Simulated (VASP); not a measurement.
Si5Se, 6 atoms in the cell. Symmetry: P-62m, No. 189, hexagonal system. Conventional cell: a = 6.096 Å, b = 6.096 Å, c = 4.349 Å, α = 90.00°, β = 90.00°, γ = 120.00°. Si (site symmetry m2m) has 4 Si at 2.31 to 2.68 Å and 2 Se at 2.67 Å within 3.1 Å. Si (site symmetry -6) has 3 Si at 2.31 Å within 3.1 Å. Se (site symmetry -62m) has 6 Si at 2.67 Å within 3.5 Å. 

| Property | Result |
| --- | --- |
| Program | VASP 6.6.1 |
| Task | single point |
| Functional | PBE |
| Potentials or basis | VASP PAW PBE potentials, release 64 (Si, Se) |
| Cutoff | 520 eV |
| k mesh | 6 × 6 × 4 |
| Occupations | gaussian, width 0.1 eV |
| Spin | no spin polarisation |
| Dipole correction | no |
| Further INCAR settings | ALGO = Normal; EDIFF = 1e-07; NBANDS = 22 |

Potentials or basis: VASP PAW PBE potentials, release 64 (Si, Se).

Run with:

```sh
$ cat potpaw_PBE.64/Si/POTCAR potpaw_PBE.64/Se/POTCAR > POTCAR
$ mpirun -np 1 vasp_std > vasp.out
```

Hardware: 1 thread of Intel(R) Xeon(R) 6975P-C (Granite Rapids), on a shared host.

Q: Estimate the wall time of this run.

A: Run time: 29 s on 1 thread of Intel(R) Xeon(R) 6975P-C (Granite Rapids), with other jobs on the host, peak memory 0.26 GiB. Counts: scf iterations 15, k points 21.
